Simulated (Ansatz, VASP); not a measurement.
# One calculation of Mn2FeN2, two programs

File INCAR:

```
PREC = Accurate
ENCUT = 520
EDIFF = 1E-7
ISMEAR = -1
SIGMA = 0.05
LREAL = F
LASPH = T
NELM = 100
ALGO = Normal
ISIF = 2
LWAVE = F
LCHARG = F
ISPIN = 2
MAGMOM = 3 4 4 0 0
LORBIT = 11
LMAXMIX = 4
GGA = PE
NBANDS = 34
```

File KPOINTS:

```
regular mesh
0
Gamma
  10 10 5
```

The input POSCAR:

```
Mn2FeN2
1.0
    2.6151203308     -1.5150963246      0.0000000000
    2.6151203308      1.5150963246      0.0000000000
   -0.0147385655      0.0000000000      5.9273082974
Fe Mn N
1 2 2
Direct
   -0.0242150000      0.0154340000      0.5022680000
    0.6607170000      0.6736640000      0.8256370000
    0.3576000000      0.3218750000      0.1664490000
    0.6677620000      0.6675730000      0.2632170000
    0.3343330000      0.3326220000      0.7343080000
```

input.yaml

```yaml
crystal:
  lattice:
    - [2.6151203308, -1.5150963246, 0.0]
    - [2.6151203308, 1.5150963246, 0.0]
    - [-0.0147385655, 0.0, 5.9273082974]
  atoms:
    - { symbol: Fe, position: [-0.024215, 0.015434, 0.502268], spin: 3.0 }
    - { symbol: Mn, position: [0.660717, 0.673664, 0.825637], spin: 4.0 }
    - { symbol: Mn, position: [0.3576, 0.321875, 0.166449], spin: 4.0 }
    - { symbol: "N", position: [0.667762, 0.667573, 0.263217] }
    - { symbol: "N", position: [0.334333, 0.332622, 0.734308] }
hamiltonian:
  xc: pbe
  pseudopotentials: { kind: paw }
magnetization:
  spin_polarized: true
kpoints:
  mp_grid: { grid: [10, 10, 5] }
scf:
  occupations: { method: fermi_dirac, width: 0.05 }
output:
  forces: true
  stress: true
  eigenvalues: true
  write_density: true
  write_potential: true
  elf: true
  volumetric_format: npy
```

Change from the starting cell: atoms moved at random, drawn with an rms of 0.05 Å.

Alike in both runs: task single point; functional PBE; k mesh 10 × 10 × 5; occupations fermi-dirac, width 0.05 eV; collinear spin, ferromagnetic start.

```csv
,VASP,Ansatz
version,VASP 6.6.1,Ansatz 0.2.0
potentials or method,"VASP PAW PBE potentials, release 64 (Fe, Mn_pv, N)",Ansatz PAW
plane-wave cutoff (eV),520,420
valence electrons in the cell,44,56
```

|  | VASP | Ansatz | Ansatz less VASP |
| --- | --- | --- | --- |
| gap on the k mesh at the Fermi level (eV) | none | none | - |
| pressure (GPa) | -0.9 | -1.6 | -0.63 |
| traceless stress, the component that is largest in VASP (GPa) | 2.92 | 2.87 | -0.056 |
| rms of the force components (eV/Å) | 0.388 | 0.377 | -0.0112 |
| net moment per atom (μB) | 0.34 | 0.35 | +0.008 |
| size of the moment on the site where the two differ most (μB) | 0.43 | 0.34 | -0.084 |

Site moments also hang on the region over which each program counts them. Atom by atom the forces differ by 0.024 eV/Å (rms over components). A gap of «none» marks a metal or a gap that the smearing closes. The functional is the same, so the differences come from potentials, cutoffs and numerics. VASP's potentials hold 44 valence electrons a cell and Ansatz's 56, so a difference there can come from the potentials and not from the codes.
